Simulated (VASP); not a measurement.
# WC (P1) in VASP: notebook

Runs on WC. Level: PBE+D3(BJ). Tasks: single point.

All numbers are computed with VASP 6.6.1; they aren't measurements. Logs are shortened: lines on timing, memory, paths and dates and some standing lists are left out, and cuts for length are marked.

## Step 1: The cell of the first run

The typed cell holds 16 atoms: a = 5.978 Å, b = 5.177 Å, c = 5.849 Å, α = 90.00°, β = 90.00°, γ = 90.00°.

## Step 2: Single point, PBE+D3(BJ)

File INCAR:

```
ALGO = Normal
EDIFF = 1E-7
ENCUT = 520
GGA = PE
ISIF = 2
ISMEAR = -1
IVDW = 12
LASPH = True
LCHARG = False
LREAL = Auto
LWAVE = False
NBANDS = 86
NELM = 60
PREC = Accurate
SIGMA = 0.24
```

File KPOINTS:

```
k-points
0
Gamma
  2 2 2
```

File POSCAR:

```
WC
1.0
   -2.9891740000     -5.1774000000      0.0000000000
    4.4837600000     -2.5887000000      0.0000000000
    0.0000000000      0.0000000000      5.8493330000
W C
8 8
Direct
    0.7545445191      0.5116163351      0.0061887398
    0.7312801486      0.5234944794      0.5088614377
    0.4912200392      0.0152421560      0.0021369958
    0.5023632993     -0.0180537512      0.4871324645
    0.2493175446      0.5012876519      0.0202758161
    0.2393892727      0.4777633482      0.5024333544
   -0.0045808910      0.0128702071      0.0013505813
   -0.0040542481      0.0247964090      0.5270686418
    0.4983593551      0.6226655367      0.2390358012
    0.5124467509      0.6270167235      0.7825336667
    0.2688405710      0.1678080997      0.2054422273
    0.2340202579      0.1779594069      0.7544108021
    0.0227477452      0.7252388550      0.2680476560
    0.0798388713      0.7472639656      0.7318270305
    0.7321854543      0.2090945374      0.3037953216
    0.7465123093      0.1578039827      0.7989970822
```

Potentials or basis: VASP PAW PBE potentials, release 64 (W_sv, C).

Command:

```console
cat potpaw_PBE.64/W_sv/POTCAR potpaw_PBE.64/C/POTCAR > POTCAR
mpirun -np 1 vasp_std > vasp.out
```

OUTCAR:

```text
EDIFF = 1E-7
   ENCUT = 520
   GGA = PE
   ISIF = 2
   ISMEAR = -1
   IVDW = 12
   LASPH = True
   LREAL = Auto
   NELM = 60
   PREC = Accurate
 IVDW          = 12

 ion  position               nearest neighbor table
   1  0.755  0.512  0.006-  10 2.04   9 2.13  16 2.20  15 2.35  13 2.48   2 2.91   2 2.94   7 2.96
                             5 2.96   7 2.97   3 3.01   5 3.02   3 3.05
   2  0.731  0.523  0.509-  15 2.02  10 2.14   9 2.17  13 2.47  16 2.54  14 2.72   4 2.74   1 2.91
                             1 2.94   6 2.95   8 3.03   8 3.04   6 3.05   4 3.12
   3  0.491  0.015  0.002-  11 1.95  16 2.07  12 2.27  10 2.39   9 2.46  15 2.49   4 2.84   5 2.90
                             7 2.96   1 3.01   7 3.01   4 3.02   5 3.03   1 3.05
   4  0.502  0.982  0.487-  15 2.10   9 2.36  11 2.36  12 2.46  16 2.51  10 2.52   2 2.74   3 2.84
                             8 2.97   6 3.01   3 3.02   8 3.04   6 3.05   2 3.12
   5  0.249  0.501  0.020-  11 2.04   9 2.06  10 2.20  12 2.29  13 2.30  14 2.34   6 2.82   3 2.90
                             7 2.95   1 2.96   1 3.02   3 3.03   6 3.03   7 3.05
   6  0.239  0.478  0.502-  12 2.14  14 2.16  13 2.28   9 2.31  11 2.37  10 2.44   8 2.76   5 2.82
                             2 2.95   4 3.01   5 3.03   2 3.05   4 3.05   8 3.19
   7  0.995  0.013  0.001-  16 2.04  14 2.15  13 2.16  11 2.18  12 2.20  15 2.58   8 2.77   5 2.95
                             1 2.96   3 2.96   1 2.97   3 3.01   5 3.05   8 3.08
   8  0.996  0.025  0.527-  14 1.94  12 2.10  13 2.17  15 2.26  16 2.29  11 2.60   6 2.76   7 2.77
                             4 2.97   2 3.03   2 3.04   4 3.04   7 3.08   6 3.19
   9  0.498  0.623  0.239-   5 2.06   1 2.13   2 2.17   6 2.31   4 2.36   3 2.46
  10  0.512  0.627  0.783-   1 2.04   2 2.14   5 2.20   3 2.39   6 2.44   4 2.52
  11  0.269  0.168  0.205-   3 1.95   5 2.04   7 2.18   4 2.36   6 2.37   8 2.60
  12  0.234  0.178  0.754-   8 2.10   6 2.14   7 2.20   3 2.27   5 2.29   4 2.46
  13  0.023  0.725  0.268-   7 2.16   8 2.17   6 2.28   5 2.30   2 2.47   1 2.48
  14  0.080  0.747  0.732-   8 1.94   7 2.15   6 2.16   5 2.34   2 2.72
  15  0.732  0.209  0.304-   2 2.02   4 2.10   8 2.26   1 2.35   3 2.49   7 2.58
  16  0.747  0.158  0.799-   7 2.04   3 2.07   1 2.20   8 2.29   4 2.51   2 2.54

  LATTYP: Found a simple orthorhombic cell.
 ALAT       =     5.1774000645
 B/A-ratio  =     1.1297819228
 C/A-ratio  =     1.1547005932

  Lattice vectors:

 A1 = (   4.4837600000,  -2.5887000000,   0.0000000000)
 A2 = (   0.0000000000,   0.0000000000,   5.8493330000)
 A3 = (  -2.9891740000,  -5.1774000000,   0.0000000000)

Analysis of symmetry for initial positions (statically):
=====================================================================
 Subroutine PRICEL returns:
 Original cell was already a primitive cell.

 Routine SETGRP: Setting up the symmetry group for a
 simple orthorhombic supercell.

 Subroutine GETGRP returns: Found  1 space group operations
 (whereof  1 operations were pure point group operations)
 out of a pool of  8 trial point group operations.

The static configuration has the point symmetry C_1 .
[... 140 lines left out ...]
   EFERMI_NEDOS =   21; number of points for ismear=-14 and -15
   IALGO  =     38    algorithm
   IMIX   =      4    mixing-type and parameters
     AMIX     =   0.40;   BMIX     =  1.00
     AMIX_MAG =   1.60;   BMIX_MAG =  1.00
  volume/ion in A,a.u.               =      11.32        76.36
  Fermi-wavevector in a.u.,A,eV,Ry     =   1.516803  2.866343 31.302819  2.300692
  Thomas-Fermi vector in A             =   2.626144
   LORBIT       =      0    0 simple, 1 ext, 2 COOP (PROOUT), +10 PAW based schemes
   GGA     = PE    functional components
   LHFCALC =     F    Hartree Fock is set to
   AEXX    =    0.0000 exact exchange contribution
   IVDW    =    12    specifies the selected vdW correction
   LEPSILON=     F    determine dielectric tensor
   LRPA    =     F    only Hartree local field effects (RPA)
 non-spin polarized calculation
  energy-cutoff  :      520.00
  volume of cell :      181.05
 maximum number of plane-waves:      4912
 NGX is ok and might be reduce to    48
   NGX = 23   NGY = 19   NGZ = 21

 number of electron     144.0000008 magnetization

 Free energy of the ion-electron system (eV)
  ---------------------------------------------------
  ext. energy  EPLUGINS =         0.00000000
  ---------------------------------------------------
  free energy    TOTEN  =      -171.95171596 eV

  energy without entropy =     -170.98810323  energy(sigma->0) =     -171.46990959

 E-fermi :  10.3632     XC(G=0): -13.2792

 val. band max:       10.3143023596   @ k =   0.0000   0.0000   0.0000
 cond. band min:      10.4829229378   @ k =   0.0000   0.0000   0.5000
 fundamental gap:      0.1686205782
 Fermi energy:        10.3632114096

 k-point     1 :       0.0000    0.0000    0.0000
  band No.  band energies     occupation
      1     -64.3351      2.00000
      2     -64.2664      2.00000
      3     -64.0837      2.00000
      4     -64.0724      2.00000
      5     -63.9932      2.00000
      6     -63.9668      2.00000
[... 685 lines left out ...]
     83      13.3230      0.00001
     84      13.5287      0.00000
 [bands above 84 left out]

------------------------ aborting loop because EDIFF is reached ----------------------------------------

 Edisp (eV)   -6.76078

 E8    (eV) :    -3.0985

  FORCE on cell =-STRESS in cart. coord.  units (eV):
  Direction    XX          YY          ZZ          XY          YZ          ZX
  --------------------------------------------------------------------------------------
  -------------------------------------------------------------------------------------
  Total     -11.20468   -16.54352   -15.50921    -0.32293     0.83366    -3.55659
  in kB     -99.15412  -146.39939  -137.24643    -2.85776     7.37739   -31.47348
  external pressure =     -127.60 kB  Pullay stress =        0.00 kB

 VOLUME and BASIS-vectors are now :
 -----------------------------------------------------------------------------
  energy-cutoff  :      520.00
  volume of cell :      181.05
      direct lattice vectors                 reciprocal lattice vectors
    -2.989174000 -5.177400000  0.000000000    -0.083635159 -0.144860347  0.000000000
     4.483760000 -2.588700000  0.000000000     0.167270317 -0.096573586  0.000000000
     0.000000000  0.000000000  5.849333000     0.000000000  0.000000000  0.170959663

 POSITION                                       TOTAL-FORCE (eV/Angst)
 -----------------------------------------------------------------------------------
      0.03850     -5.23100      0.03620        -0.721939      0.374469      1.633337
      0.16130     -5.14130      2.97650        -1.346490     -1.258911      0.639635
     -1.40000     -2.58270      0.01250        -3.586554     -0.079824     -0.917985
      2.90116     -5.14290      2.84940         1.906969     -0.246401      1.999927
      1.50240     -2.58850      0.11860         1.875658     -0.615472     -3.176627
      1.42660     -2.47620      2.93890         2.058236     -2.833409      0.267848
[... 8 lines left out ...]
     -1.25110     -4.33210      1.77700        -2.096120      0.621062     -2.946578
     -1.52390     -4.27350      4.67360         1.374790     -0.404786     -2.856299
 -----------------------------------------------------------------------------------
    total drift:                                0.003362     -0.002140     -0.007898

  FREE ENERGIE OF THE ION-ELECTRON SYSTEM (eV)
  ---------------------------------------------------
  free  energy   TOTEN  =      -178.7124939085 eV

  energy  without entropy=     -177.7488811810  energy(sigma->0) =     -178.23068754
```

stdout:

```text
POSCAR found type information on POSCAR W C
 POSCAR found :  2 types and      16 ions
 scaLAPACK will be used
 LDA part: xc-table for (Slater+PW92), standard interpolation
 POSCAR, INCAR and KPOINTS ok, starting setup
 FFT: planning ... GRIDC
 FFT: planning ... GRID_SOFT
 FFT: planning ... GRID
 WAVECAR not read
 entering main loop
```

Run time: 8.2 min. Hardware: 1 thread of Intel Xeon 8259CL, shared host; peak memory 0.34 GiB.

Results:

```yaml
Free_energy: -178.7125 eV
Pressure: -12.8 GPa
Largest_force: 5.715 eV/Å
Band_gap_on_the_k_mesh: zero (bands 72 and 73 overlap by 0.32 eV)
Dispersion_energy_per_atom: -0.423 eV
```

Forces in eV/Å, atoms in the order of the input:
```
W   -0.722  0.374  1.633
W   -1.346 -1.259  0.640
W   -3.587 -0.080 -0.918
W    1.907 -0.246  2.000
W    1.876 -0.615 -3.177
W    2.058 -2.833  0.268
W   -1.102 -1.095  1.915
W    1.539  0.420 -4.069
C    2.166 -1.622  1.989
C    2.407  0.057 -1.548
C    1.415  1.808  4.542
C   -0.918 -1.441  0.431
C   -1.797  2.425 -0.635
C   -3.173  3.890  2.731
C   -2.096  0.621 -2.947
C    1.375 -0.405 -2.856
```

Levels at points of the mesh, in eV from the Fermi level:
```
           k point  band 70  band 71  band 72  band 73  band 74  band 75
(0.00, 0.00, 0.00)    -0.70    -0.31    -0.05     0.34     0.66     0.83
(0.50, 0.00, 0.00)    -0.86    -0.42    -0.07     0.28     0.53     0.62
(0.00, 0.50, 0.00)    -0.52    -0.33     0.13     0.62     0.95     1.23
(0.50, 0.50, 0.00)    -1.47    -1.16    -0.94     0.85     0.95     1.24
(0.00, 0.00, 0.50)    -0.97    -0.40     0.12     0.22     0.33     0.43
(0.50, 0.00, 0.50)    -1.06    -0.80    -0.75    -0.19     0.15     0.42
(0.00, 0.50, 0.50)    -1.08    -0.80    -0.57     0.35     0.42     0.64
(0.50, 0.50, 0.50)    -1.28    -1.10    -0.97     0.40     0.63     0.96
```

Caveat: the k points lie up to 0.61 Å⁻¹ apart; spin-orbit coupling is left out, which moves the levels of the heavy elements; forces of over 1 eV/Å act on the atoms, so gaps and moduli don't describe the material at rest.

## Step 3: Single point, PBE+D3(BJ)

File INCAR:

```
SYSTEM = WC
PREC     = Accurate       ! precision mode
ENCUT    = 520            ! plane-wave cutoff, eV
EDIFF    = 1E-7           ! SCF threshold, eV
ISMEAR   = -1             ! smearing method
SIGMA    = 0.24           ! smearing width, eV
LREAL    = Auto         
LASPH    = .TRUE.         ! aspherical terms in the spheres
NELM     = 100            ! most SCF steps
ALGO     = Normal         ! electronic algorithm
ISIF     = 2              ! what is computed and relaxed
LWAVE    = .FALSE.        ! write WAVECAR
LCHARG   = .FALSE.        ! write CHGCAR
GGA      = PE             ! functional
IVDW     = 12             ! dispersion correction
NBANDS   = 86             ! bands
```

File KPOINTS:

```
Automatic mesh
0
G
  2 2 2
  0 0 0
```

File POSCAR:

```
WC
1.0
   -2.9891740000     -5.1774000000      0.0000000000
    4.4837600000     -2.5887000000      0.0000000000
    0.0000000000      0.0000000000      5.8493330000
W C
8 8
Direct
    0.7569155399      0.5461604217      0.0294221580
    0.7184201641      0.5059108596      0.5019375713
    0.4770700995      0.0093549917     -0.0084454074
    0.5092421402     -0.0242400652      0.4862776662
    0.2414523001      0.5297658522      0.0121039442
    0.2452781503      0.4926398982      0.5138534599
   -0.0076762595      0.0101375463      0.0154889455
    0.0032447856      0.0064899166      0.4970994129
    0.4955437204      0.6641449152      0.1833542389
    0.5067107753      0.6133795464      0.7462047382
    0.2335464480      0.1302725771      0.2556359845
    0.1971090141      0.1723984201      0.7731821731
    0.0396607711      0.6661491574      0.2885970076
    0.0398092975      0.6771318976      0.7076020463
    0.7135784674      0.2216243068      0.2684579592
    0.7519233604      0.0792258638      0.7015329782
```

Potentials or basis: VASP PAW PBE potentials, release 64 (W_sv, C).

Command:

```console
cat potpaw_PBE.64/W_sv/POTCAR potpaw_PBE.64/C/POTCAR > POTCAR
mpirun -np 1 vasp_std > vasp.out
```

OUTCAR:

```text
SYSTEM = WC
   PREC = Accurate
   ENCUT = 520
   EDIFF = 1E-7
   ISMEAR = -1
   LREAL = Auto
   LASPH = .TRUE.
   NELM = 100
   ISIF = 2
   GGA = PE
   IVDW = 12
 IVDW          = 12

 ion  position               nearest neighbor table
   1  0.757  0.546  0.029-   9 1.90  15 2.20  10 2.26  13 2.35  14 2.62   2 2.78   7 2.79   5 2.90
                             3 2.93   5 3.08   2 3.10   7 3.11   3 3.25
   2  0.718  0.506  0.502-  10 1.99  15 2.01   9 2.43  14 2.43  13 2.44  16 2.51   4 2.74   1 2.78
                             6 2.83   4 3.02   8 3.10   1 3.10   8 3.10   6 3.15
   3  0.477  0.009  0.992-   9 2.11  11 2.21  12 2.27  16 2.39  15 2.41  10 2.51   5 2.86   7 2.90
                             4 2.91   1 2.93   4 2.97   5 3.04   7 3.08   1 3.25
   4  0.509  0.976  0.486-  16 1.99  15 2.18  11 2.28   9 2.40  10 2.41  12 2.71   2 2.74   3 2.91
                             8 2.96   6 2.96   3 2.97   2 3.02   8 3.03   6 3.11
   5  0.241  0.530  0.012-   9 1.95  13 2.14  10 2.26  14 2.28  12 2.33  11 2.51   3 2.86   7 2.90
                             1 2.90   6 2.92   6 2.94   3 3.04   7 3.08   1 3.08
   6  0.245  0.493  0.514-  14 1.93  13 2.01  10 2.16  12 2.27  11 2.41   9 2.60   2 2.83   8 2.90
                             5 2.92   5 2.94   4 2.96   8 3.03   4 3.11   2 3.15
   7  0.992  0.010  0.015-  12 2.05  11 2.11  16 2.36  13 2.41  15 2.48  14 2.51   1 2.79   8 2.82
                             5 2.90   3 2.90   8 3.03   5 3.08   3 3.08   1 3.11
   8  0.003  0.006  0.497-  16 1.96  11 2.07  14 2.11  13 2.15  12 2.17  15 2.46   7 2.82   6 2.90
                             4 2.96   4 3.03   6 3.03   7 3.03   2 3.10   2 3.10
   9  0.496  0.664  0.183-   1 1.90   5 1.95   3 2.11   4 2.40   2 2.43   6 2.60
  10  0.507  0.613  0.746-   2 1.99   6 2.16   1 2.26   5 2.26   4 2.41   3 2.51
  11  0.234  0.130  0.256-   8 2.07   7 2.11   3 2.21   4 2.28   6 2.41   5 2.51
  12  0.197  0.172  0.773-   7 2.05   8 2.17   6 2.27   3 2.27   5 2.33   4 2.71
  13  0.040  0.666  0.289-   6 2.01   5 2.14   8 2.15   1 2.35   7 2.41   2 2.44
  14  0.040  0.677  0.708-   6 1.93   8 2.11   5 2.28   2 2.43   7 2.51   1 2.62
  15  0.714  0.222  0.268-   2 2.01   4 2.18   1 2.20   3 2.41   8 2.46   7 2.48
  16  0.752  0.079  0.702-   8 1.96   4 1.99   7 2.36   3 2.39   2 2.51

  LATTYP: Found a simple orthorhombic cell.
 ALAT       =     5.1774000645
 B/A-ratio  =     1.1297819228
 C/A-ratio  =     1.1547005932

  Lattice vectors:

 A1 = (   4.4837600000,  -2.5887000000,   0.0000000000)
 A2 = (   0.0000000000,   0.0000000000,   5.8493330000)
 A3 = (  -2.9891740000,  -5.1774000000,   0.0000000000)
[... 173 lines left out ...]
 NGX is ok and might be reduce to    48
   NGX = 23   NGY = 19   NGZ = 21

 number of electron     143.9999998 magnetization

 Free energy of the ion-electron system (eV)
  ---------------------------------------------------
  ext. energy  EPLUGINS =         0.00000000
  ---------------------------------------------------
  free energy    TOTEN  =      -170.18423261 eV

  energy without entropy =     -169.10826266  energy(sigma->0) =     -169.64624763

 E-fermi :  10.3234     XC(G=0): -13.2595

 val. band max:       10.3103836042   @ k =   0.5000   0.0000   0.0000
 cond. band min:      10.3644916044   @ k =   0.0000   0.5000   0.5000
 fundamental gap:      0.0541080003
 Fermi energy:        10.3233918319

 k-point     1 :       0.0000    0.0000    0.0000
  band No.  band energies     occupation
      1     -64.2044      2.00000
      2     -64.1744      2.00000
      3     -64.0510      2.00000
      4     -64.0289      2.00000
      5     -64.0198      2.00000
      6     -64.0086      2.00000
[... 685 lines left out ...]
     83      13.3414      0.00001
     84      13.5908      0.00000
 [bands above 84 left out]

------------------------ aborting loop because EDIFF is reached ----------------------------------------

 Edisp (eV)   -6.76059

 E8    (eV) :    -3.0985

  FORCE on cell =-STRESS in cart. coord.  units (eV):
  Direction    XX          YY          ZZ          XY          YZ          ZX
  --------------------------------------------------------------------------------------
  -------------------------------------------------------------------------------------
  Total      -9.95746    -5.80592    -7.09686     4.41372     2.94804     9.34132
  in kB     -88.11702   -51.37858   -62.80259    39.05858    26.08827    82.66463
  external pressure =      -67.43 kB  Pullay stress =        0.00 kB

 VOLUME and BASIS-vectors are now :
 -----------------------------------------------------------------------------
  energy-cutoff  :      520.00
  volume of cell :      181.05
      direct lattice vectors                 reciprocal lattice vectors
    -2.989174000 -5.177400000  0.000000000    -0.083635159 -0.144860347  0.000000000
     4.483760000 -2.588700000  0.000000000     0.167270317 -0.096573586  0.000000000
     0.000000000  0.000000000  5.849333000     0.000000000  0.000000000  0.170959663

 POSITION                                       TOTAL-FORCE (eV/Angst)
 -----------------------------------------------------------------------------------
      0.18630     -5.33270      0.17210        -3.274235      0.533231     -4.133393
      0.12090     -5.02920      2.93600        -2.750970     -3.331106      0.599905
     -1.38410     -2.49420      5.79993        -0.345444     -1.778218     -0.031358
      2.85286     -5.16250      2.84440         2.083560      1.316817     -0.041195
      1.65360     -2.62150      0.07080        -2.457611      2.904920     -2.689971
      1.47570     -2.54520      3.00570        -2.784590     -0.642319     -1.079059
[... 8 lines left out ...]
     -1.13930     -4.26820      1.57030        -3.388993      0.477872     -2.796033
     -1.89240     -4.09810      4.10350         3.887126      0.329138      3.922256
 -----------------------------------------------------------------------------------
    total drift:                                0.001061     -0.002139      0.008575

  FREE ENERGIE OF THE ION-ELECTRON SYSTEM (eV)
  ---------------------------------------------------
  free  energy   TOTEN  =      -176.9448259049 eV

  energy  without entropy=     -175.8688559551  energy(sigma->0) =     -176.40684093
```

OSZICAR:

```text
N       E                     dE             d eps       ncg     rms          rms(c)
DAV:   1     0.191971029064E+04    0.19197E+04   -0.78349E+04  1376   0.190E+03
DAV:   2    -0.951447026095E+00   -0.19207E+04   -0.18611E+04  1384   0.609E+02
DAV:   3    -0.186025741103E+03   -0.18507E+03   -0.17541E+03  1654   0.166E+02
[... 11 lines left out ...]
DAV:  15    -0.170184235620E+03    0.80523E-07   -0.44772E-05  1736   0.412E-02    0.156E-02
DAV:  16    -0.170184233825E+03    0.17946E-05   -0.15230E-05  1736   0.232E-02    0.672E-03
DAV:  17    -0.170184232861E+03    0.96441E-06   -0.31785E-06  1672   0.107E-02    0.334E-03
DAV:  18    -0.170184232637E+03    0.22319E-06   -0.61540E-07  1432   0.416E-03    0.137E-03
DAV:  19    -0.170184232606E+03    0.31298E-07   -0.13864E-07   856   0.218E-03
   1 F= -.17694483E+03 E0= -.17640684E+03  d E =-.107597E+01
```

stdout:

```text
POSCAR found type information on POSCAR W C
 POSCAR found :  2 types and      16 ions
 scaLAPACK will be used
 LDA part: xc-table for (Slater+PW92), standard interpolation
 POSCAR, INCAR and KPOINTS ok, starting setup
 FFT: planning ... GRIDC
 FFT: planning ... GRID_SOFT
 FFT: planning ... GRID
 WAVECAR not read
 entering main loop
```

Wall time 8.3 min (1 thread of Intel Xeon 8259CL, shared host); peak memory 0.34 GiB.

What came out:

| Item | Value |
| --- | --- |
| Free energy | -176.9448 eV |
| Pressure | -6.7 GPa |
| Largest force | 6.362 eV/Å |
| Band gap on the k mesh | zero (bands 72 and 73 overlap by 0.30 eV) |
| Dispersion energy per atom | -0.423 eV |

Forces in eV/Å, atoms in the order of the input:
```
W   -3.274  0.533 -4.133
W   -2.751 -3.331  0.600
W   -0.345 -1.778 -0.031
W    2.084  1.317 -0.041
W   -2.458  2.905 -2.690
W   -2.785 -0.642 -1.079
W    0.074  0.876 -1.229
W   -1.317  0.269  0.292
C    2.287 -0.888  5.870
C    2.771 -0.078  1.539
C    1.530 -2.879 -0.704
C   -1.089 -2.481 -0.608
C    2.395  2.368 -2.842
C    2.380  3.003  3.932
C   -3.389  0.478 -2.796
C    3.887  0.329  3.922
```

Caveat: the k points lie up to 0.61 Å⁻¹ apart; spin-orbit coupling is left out, which moves the levels of the heavy elements; forces of over 1 eV/Å act on the atoms, so gaps and moduli don't describe the material at rest.

(Part 1 of 2 ends here.)
